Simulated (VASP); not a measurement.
# AgI (F-43m) in VASP: notebook

The runs below take AgI through single point, relaxation of cell and atoms, with PBEsol.

All numbers are computed with VASP 6.6.1; they aren't measurements. Logs are shortened: lines on timing, memory, paths and dates and some standing lists are left out, and cuts for length are marked.

### Step 1. The cell of the first run

The structure is cubic, space group F-43m (No. 216). The conventional cell has a = 6.342 Å, b = 6.342 Å, c = 6.342 Å, α = 90.00°, β = 90.00°, γ = 90.00°. Ag (site symmetry -43m) has 4 I at 2.75 Å within 3.6 Å. I (site symmetry -43m) has 4 Ag at 2.75 Å within 3.6 Å.

### Step 2. Single point, PBEsol

The input, INCAR:

```
ALGO = Normal
EDIFF = 1E-6
ENCUT = 500
GGA = PS
GGA_COMPAT = F
ISIF = 2
ISMEAR = 0
LASPH = T
LCHARG = F
LREAL = F
LWAVE = F
NBANDS = 16
NELM = 120
PREC = Accurate
SIGMA = 0.01
```

The input, KPOINTS:

```
k-points
0
Gamma
  6 6 6
```

The input, POSCAR:

```
AgI
1.0
    3.1711844924      3.1711844924      0.0000000000
   -3.1711844924      3.1711844924      0.0000000000
    0.0000000000      3.1711844924      3.1711844924
Ag I
1 1
Direct
    0.0000000000      0.0000000000      0.0000000000
    0.7500000000      0.2500000000      0.5000000000
```

Potentials or basis: VASP PAW PBE potentials, release 64 (Ag, I).

Started as:

```bash
cat potpaw_PBE.64/Ag/POTCAR potpaw_PBE.64/I/POTCAR > POTCAR
mpirun -np 1 vasp_std > vasp.out
```

OUTCAR:

```text
EDIFF = 1E-6
   ENCUT = 500
   GGA = PS
   ISIF = 2
   ISMEAR = 0
   LASPH = T
   LREAL = F
   NELM = 120
   PREC = Accurate

 ion  position               nearest neighbor table
   1  0.000  0.000  0.000-   2 2.75   2 2.75   2 2.75   2 2.75
   2  0.750  0.250  0.500-   1 2.75   1 2.75   1 2.75   1 2.75

  LATTYP: Found a face centered cubic cell.
 ALAT       =     6.3423689848

  Lattice vectors:

 A1 = (   0.0000000000,   3.1711844924,   3.1711844924)
 A2 = (   3.1711844924,   0.0000000000,   3.1711844924)
 A3 = (   3.1711844924,   3.1711844924,   0.0000000000)

Analysis of symmetry for initial positions (statically):
=====================================================================
 Subroutine PRICEL returns:
 Original cell was already a primitive cell.

 Routine SETGRP: Setting up the symmetry group for a
 face centered cubic supercell.

 Subroutine GETGRP returns: Found 24 space group operations
 (whereof 24 operations were pure point group operations)
 out of a pool of 48 trial point group operations.

The static configuration has the point symmetry T_d .

Analysis of symmetry for dynamics (positions and initial velocities):
=====================================================================
 Subroutine PRICEL returns:
 Original cell was already a primitive cell.

 Routine SETGRP: Setting up the symmetry group for a
 face centered cubic supercell.

 Subroutine GETGRP returns: Found 24 space group operations
 (whereof 24 operations were pure point group operations)
 out of a pool of 48 trial point group operations.

The dynamic configuration has the point symmetry T_d .

 Subroutine INISYM returns: Found 24 space group operations
 (whereof 24 operations are pure point group operations),
 and found     1 'primitive' translations

----------------------------------------------------------------------------------------

                                     Primitive cell

  volume of cell :      63.7815

  direct lattice vectors                    reciprocal lattice vectors
     3.171184492  3.171184492  0.000000000     0.157669792  0.157669792 -0.157669792
    -3.171184492  3.171184492  0.000000000    -0.157669792  0.157669792 -0.157669792
     0.000000000  3.171184492  3.171184492     0.000000000  0.000000000  0.315339584

  length of vectors
     4.484732118  4.484732118  4.484732118     0.273092091  0.273092091  0.315339584

  position of ions in fractional coordinates (direct lattice)
     0.000000000  0.000000000  0.000000000
     0.750000000  0.250000000  0.500000000

  ion indices of the primitive-cell ions
   primitive index   ion index
                 1           1
                 2           2

----------------------------------------------------------------------------------------

 KPOINTS: k-points

Automatic generation of k-mesh.
 Grid dimensions read from file:
 generate k-points for:    6    6    6

 Generating k-lattice:

  Cartesian coordinates                     Fractional coordinates (reciprocal lattice)
     0.026278299  0.026278299 -0.026278299     0.166666667  0.000000000  0.000000000
    -0.026278299  0.026278299 -0.026278299     0.000000000  0.166666667  0.000000000
     0.000000000  0.000000000  0.052556597     0.000000000  0.000000000  0.166666667

  Length of vectors
     0.045515348  0.045515348  0.052556597

  Shift w.r.t. Gamma in fractional coordinates (k-lattice)
     0.000000000  0.000000000  0.000000000

 Subroutine IBZKPT returns following result:
 ===========================================

 Found     16 irreducible k-points:

 Following reciprocal coordinates:
            Coordinates               Weight
  0.000000  0.000000  0.000000      1.000000
  0.166667  0.000000  0.000000      8.000000
  0.333333  0.000000  0.000000      8.000000
  0.500000  0.000000  0.000000      4.000000
  0.166667  0.166667  0.000000     12.000000
  0.333333  0.166667  0.000000     24.000000
[... 8 lines left out ...]
  0.500000  0.333333  0.166667     24.000000
  0.500000  0.500000  0.166667     12.000000
   k-points           NKPTS =     16   k-points in BZ     NKDIM =     16   number of bands    NBANDS=     16
   number of dos      NEDOS =    301   number of ions     NIONS =      2
   total plane-waves  NPLWV =  46656
   dimension x,y,z NGX =    36 NGY =   36 NGZ =   36
   dimension x,y,z NGXF=    72 NGYF=   72 NGZF=   72
   ions per type =               1   1
   NGX,Y,Z   is equivalent  to a cutoff of  13.34, 13.34, 13.34 a.u.
   NGXF,Y,Z  is equivalent  to a cutoff of  26.69, 26.69, 26.69 a.u.
 SYSTEM =  unknown system
   PREC   = accura    normal or accurate (medium, high low for compatibility)
   ISTART =      0    job   : 0-new  1-cont  2-samecut
   ICHARG =      2    charge: 1-file 2-atom 10-const
   ISPIN  =      1    spin polarized calculation?
   LNONCOLLINEAR =      F non collinear calculations
   LSORBIT =      F    spin-orbit coupling
   LASPH  =      T    aspherical Exc in radial PAW
   ENCUT  =  500.0 eV  36.75 Ry    6.06 a.u.   8.18  8.18  8.18*2*pi/ulx,y,z
   NELM   =    120;   NELMIN=  2; NELMDL= -5     # of ELM steps
   EDIFF  = 0.1E-05   stopping-criterion for ELM
   LREAL  =      F    real-space projection
   EDIFFG = 0.1E-04   stopping-criterion for IOM
   NSW    =      0    number of steps for IOM
   IBRION =     -1    ionic relax: 0-MD 1-quasi-New 2-CG
   NFREE  =      0    steps in history (QN), initial steepest desc. (CG)
   ISIF   =      2    stress and relaxation
   ISYM   =      2    0-nonsym 1-usesym 2-fastsym
   POTIM  = 0.5000    time-step for ionic-motion
   TEBEG  =    0.0;   TEEND  =   0.0 temperature during run
   PSTRESS=    0.0 pullay stress
   NELECT =      18.0000    total number of electrons
   NUPDOWN=      -1.0000    fix difference up-down
   EMIN   =  10.00;   EMAX   =-10.00  energy-range for DOS
   EFERMI =   0.00;   METHOD = LEGACY
   ISMEAR =     0;   SIGMA  =   0.01  broadening in eV -4-tet -1-fermi 0-gaus
   EFERMI_NEDOS =   21; number of points for ismear=-14 and -15
   IALGO  =     38    algorithm
   IMIX   =      4    mixing-type and parameters
     AMIX     =   0.40;   BMIX     =  1.00
     AMIX_MAG =   1.60;   BMIX_MAG =  1.00
  volume/ion in A,a.u.               =      31.89       215.21
  Fermi-wavevector in a.u.,A,eV,Ry     =   1.073827  2.029238 15.688927  1.153104
  Thomas-Fermi vector in A             =   2.209637
   LORBIT       =      0    0 simple, 1 ext, 2 COOP (PROOUT), +10 PAW based schemes
   GGA     = PS    functional components
   LHFCALC =     F    Hartree Fock is set to
   AEXX    =    0.0000 exact exchange contribution
   IVDW    =     0    specifies the selected vdW correction
   LEPSILON=     F    determine dielectric tensor
   LRPA    =     F    only Hartree local field effects (RPA)
 non-spin polarized calculation
 Gauss-broadening in eV      SIGMA  =   0.01
  energy-cutoff  :      500.00
  volume of cell :       63.78
 maximum number of plane-waves:      1639
 NGX is ok and might be reduce to    36
   NGX = 17   NGY = 17   NGZ = 17

 number of electron      18.0000002 magnetization

 Free energy of the ion-electron system (eV)
  ---------------------------------------------------
  ext. energy  EPLUGINS =         0.00000000
  ---------------------------------------------------
  free energy    TOTEN  =        -5.43434171 eV

  energy without entropy =       -5.43434171  energy(sigma->0) =       -5.43434171

 E-fermi :   3.8870     XC(G=0):  -8.9722

 val. band max:        3.8354244465   @ k =   0.0000   0.0000   0.0000
 cond. band min:       5.0330118315   @ k =   0.0000   0.0000   0.0000
 fundamental gap:      1.1975873850
 Fermi energy:         3.8870421597

 k-point     1 :       0.0000    0.0000    0.0000
  band No.  band energies     occupation
      1      -9.4316      2.00000
      2      -0.8589      2.00000
      3      -0.8589      2.00000
      4      -0.8589      2.00000
      5       0.4122      2.00000
      6       0.4122      2.00000
[... 8 lines left out ...]
     15      13.9189      0.00000
     16      13.9189      0.00000

 k-point     2 :       0.1667    0.0000    0.0000
  band No.  band energies     occupation
      1      -9.3467      2.00000
      2      -0.9096      2.00000
      3      -0.8078      2.00000
      4      -0.8078      2.00000
      5       0.4054      2.00000
      6       0.4054      2.00000
[... 8 lines left out ...]
     15      13.0496      0.00000
     16      13.3486      0.00000

 k-point     3 :       0.3333    0.0000    0.0000
  band No.  band energies     occupation
      1      -9.1680      2.00000
      2      -0.9240      2.00000
      3      -0.7122      2.00000
      4      -0.7122      2.00000
      5       0.4199      2.00000
      6       0.4199      2.00000
[... 8 lines left out ...]
     15      13.4171      0.00000
     16      13.4171      0.00000

 k-point     4 :       0.5000    0.0000    0.0000
  band No.  band energies     occupation
      1      -9.0737      2.00000
      2      -0.8394      2.00000
      3      -0.6700      2.00000
      4      -0.6700      2.00000
      5       0.4470      2.00000
      6       0.4470      2.00000
[... 8 lines left out ...]
     15      14.7246      0.00000
     16      14.7246      0.00000
[... 172 lines left out ...]
 k-point    14 :       0.3333    0.3333    0.1667
  band No.  band energies     occupation
      1      -9.0481      2.00000
      2      -0.9585      2.00000
      3      -0.6148      2.00000
      4      -0.4876      2.00000
      5       0.3951      2.00000
      6       0.4548      2.00000
[... 8 lines left out ...]
     15      15.0285      0.00000
     16      15.5797      0.00000

 k-point    15 :       0.5000    0.3333    0.1667
  band No.  band energies     occupation
      1      -8.9851      2.00000
      2      -0.7889      2.00000
      3      -0.6493      2.00000
      4      -0.3662      2.00000
      5       0.3327      2.00000
      6       0.4954      2.00000
[... 8 lines left out ...]
     15      14.7847      0.00000
     16      15.5802      0.00000

 k-point    16 :       0.5000    0.5000    0.1667
  band No.  band energies     occupation
      1      -8.9549      2.00000
      2      -0.9820      2.00000
      3      -0.4473      2.00000
      4      -0.3010      2.00000
      5       0.3987      2.00000
      6       0.6892      2.00000
[... 8 lines left out ...]
     15      15.4505      0.00000
     16      15.6311      0.00000

------------------------ aborting loop because EDIFF is reached ----------------------------------------

  FORCE on cell =-STRESS in cart. coord.  units (eV):
  Direction    XX          YY          ZZ          XY          YZ          ZX
  --------------------------------------------------------------------------------------
  -------------------------------------------------------------------------------------
  Total        0.7805303      0.7805303      0.7805303      0.0000000      0.0000000     -0.0000000
  in kB       19.6067602     19.6067602     19.6067602      0.0000000      0.0000000     -0.0000000
  external PRESSURE =      19.6067602 kB  Pullay stress =       0.0000000 kB

 VOLUME and BASIS-vectors are now :
 -----------------------------------------------------------------------------
  energy-cutoff  :      500.00
  volume of cell :       63.78
      direct lattice vectors                 reciprocal lattice vectors
     3.171184492  3.171184492  0.000000000     0.157669792  0.157669792 -0.157669792
    -3.171184492  3.171184492  0.000000000    -0.157669792  0.157669792 -0.157669792
     0.000000000  3.171184492  3.171184492     0.000000000  0.000000000  0.315339584

 POSITION                                       TOTAL-FORCE (eV/Angst)
 -----------------------------------------------------------------------------------
      0.00000      0.00000      0.00000         0.000000      0.000000      0.000000
      1.58559      4.75678      1.58559        -0.000000     -0.000000     -0.000000
 -----------------------------------------------------------------------------------
    total drift:                               -0.000000     -0.000000      0.000000

  FREE ENERGIE OF THE ION-ELECTRON SYSTEM (eV)
  ---------------------------------------------------
  free  energy   TOTEN  =        -5.4343417054 eV

  energy  without entropy=       -5.4343417054  energy(sigma->0) =       -5.43434171
```

Run time: 16 s. Hardware: 1 thread of Intel Xeon 6975P-C, shared host; peak memory 0.2 GiB.

What came out:

```yaml
Free_energy: -5.4343 eV
Pressure: 2.0 GPa
Band_gap_on_the_k_mesh: 1.20 eV, direct
```

Caveat: the PAW data sets were made with another functional, which shifts forces and pressure a little; spin-orbit coupling is left out, which moves the levels of the heavy elements.

### Step 3. Single point, PBEsol

This run uses another cell than the first one, of 35.99 Å³/atom, 1.128 times its volume.

The input, INCAR:

```
PREC = Accurate ; ENCUT = 500
EDIFF = 1E-6 ; ISMEAR = 0
SIGMA = 0.01 ; LREAL = F
LASPH = T ; NELM = 120
ALGO = Normal ; ISIF = 2
LWAVE = F ; LCHARG = F
GGA = PS ; NBANDS = 16
GGA_COMPAT = F
```

The input, KPOINTS:

```
Automatic mesh
0
Gamma
  6 6 6
```

The input, POSCAR:

```
AgI
1.0
    3.3015582936      3.3015582936      0.0000000000
   -3.3015582936      3.3015582936      0.0000000000
    0.0000000000      3.3015582936      3.3015582936
Ag I
1 1
Direct
    0.0000000000      0.0000000000      0.0000000000
    0.7500000000      0.2500000000      0.5000000000
```

Potentials or basis: VASP PAW PBE potentials, release 64 (Ag, I).

Started as:

```bash
cat potpaw_PBE.64/Ag/POTCAR potpaw_PBE.64/I/POTCAR > POTCAR
mpirun -np 1 vasp_std > vasp.out
```

It took 19 s on 1 thread of Intel Xeon 6975P-C, shared host; peak memory 0.21 GiB.

Results (log left out):

```yaml
Free_energy: -5.4205 eV
Pressure: -2.0 GPa
Band_gap_on_the_k_mesh: 1.21 eV, direct
```

Levels at points of the mesh, in eV from the valence-band top:
```csv
k point,band 6,band 7,band 8,band 9,band 10,band 11,band 12,band 13
"(0.00, 0.00, 0.00)",-2.88,0.00,0.00,0.00,1.21,5.75,5.75,5.75
"(0.50, 0.00, 0.00)",-2.85,-2.75,-0.66,-0.66,2.68,6.22,6.22,6.98
"(0.50, 0.50, 0.00)",-2.77,-2.44,-1.64,-1.64,3.62,3.78,8.21,9.38
```

Caveat: the PAW data sets were made with another functional, which shifts forces and pressure a little; spin-orbit coupling is left out, which moves the levels of the heavy elements. As with any semilocal functional, this PBEsol gap is likely too small.

### Step 4. Relaxation of cell and atoms, PBEsol, target pressure -2 GPa, at which the enthalpy is minimised

This run uses another cell than the first one, of 33.54 Å³/atom, 1.052 times its volume.

The input, INCAR:

```
SYSTEM = AgI
PREC = Accurate
ENCUT = 500
EDIFF = 1E-7
ISMEAR = 0
SIGMA = 0.01
LREAL = .FALSE.
LASPH = .TRUE.
NELM = 120
ALGO = Normal
ISIF = 3
LWAVE = .FALSE.
LCHARG = .FALSE.
GGA = PS
IBRION = 2
NSW = 100
EDIFFG = -0.002
PSTRESS = -20.0
GGA_COMPAT = .FALSE.
NELMIN = 4
```

The input, KPOINTS:

```
regular mesh
0
G
  6 6 6
  0 0 0
```

The input, POSCAR:

```
AgI
1.0
    3.2250452875      3.2250452875      0.0000000000
   -3.2250452875      3.2250452875      0.0000000000
    0.0000000000      3.2250452875      3.2250452875
Ag I
1 1
Direct
    0.0000000000      0.0000000000      0.0000000000
    0.7500000000      0.2500000000      0.5000000000
```

Started as:

```bash
cat potpaw_PBE.64/Ag/POTCAR potpaw_PBE.64/I/POTCAR > POTCAR
mpirun -np 1 vasp_std > vasp.out
```

Run time: 63 s. Hardware: 1 thread of Intel Xeon 6975P-C, shared host; peak memory 0.22 GiB.

Results (log left out):

| Quantity | Value |
| --- | --- |
| Free energy | -5.4204 eV |
| Relaxed volume | 35.98 Å³/atom |
| Relaxed cell | a = 4.669 Å, b = 4.669 Å, c = 4.669 Å, α = 60.00°, β = 60.00°, γ = 90.00° |
| Space group after relaxing (to 0.05 Å) | F-43m (No. 216) |
| Energy change on relaxing (the enthalpy is what falls) | +16.5 meV/atom |
| Ionic steps | 4 |
| Pressure after relaxing | -2.0 GPa |
| Band gap on the k mesh | 1.21 eV, direct |

Step by step:
```
step  energy change (eV)  largest force (eV/Å)  pressure (GPa)  volume (Å³)
   1              0.0000                0.0000           -0.02        67.09
   2              0.0241                0.0000           -1.74        71.20
   3              0.0346                0.0000           -2.04        72.08
   4              0.0331                0.0000           -2.00        71.96
```

Final structure:
```
Ag I
1.0
     3.30138    3.30138    0.00000
    -3.30138    3.30138    0.00000
     0.00000    3.30138    3.30138
Ag I
1 1
Direct
  0.00000 0.00000 0.00000
  0.75000 0.25000 0.50000
```

Levels at points of the mesh, in eV from the valence-band top:
```csv
k point,band 6,band 7,band 8,band 9,band 10,band 11,band 12,band 13
"(0.00, 0.00, 0.00)",-2.88,0.00,0.00,0.00,1.21,5.75,5.75,5.75
"(0.50, 0.00, 0.00)",-2.85,-2.75,-0.66,-0.66,2.68,6.22,6.22,6.99
"(0.50, 0.50, 0.00)",-2.77,-2.44,-1.64,-1.64,3.62,3.78,8.21,9.38
```

Caveat: the cell is relaxed towards a set pressure, so the enthalpy falls and the energy may rise; the PAW data sets were made with another functional, which shifts forces and pressure a little; spin-orbit coupling is left out, which moves the levels of the heavy elements.

### Step 5. Summary

| task | cell | gap on the mesh (eV) | pressure (GPa) |
| --- | --- | --- | --- |
| single point | a = 4.485 Å, angles 60.0, 60.0, 90.0°, 2 atoms | 1.20 | 2.0 |
| single point | a = 4.669 Å, angles 60.0, 60.0, 90.0°, 2 atoms | 1.21 | -2.0 |
| relaxation of cell and atoms | relaxed to -2 GPa from a = 4.561 Å, angles 60.0, 60.0, 90.0°, 2 atoms | 1.21 | -2.0 |

Alike in all rows: level PBEsol; potentials or basis VASP PAW PBE potentials, release 64 (Ag, I); no spin polarisation; k mesh 6 × 6 × 6; cutoff (eV) 500; smearing gaussian 0.01 eV.

Caveats: the PAW data sets were made with another functional, which shifts forces and pressure a little; spin-orbit coupling is left out, which moves the levels of the heavy elements; the cell is relaxed towards a set pressure, so the enthalpy falls and the energy may rise (some runs).

Absolute energies hang on the potentials; compare differences alone.
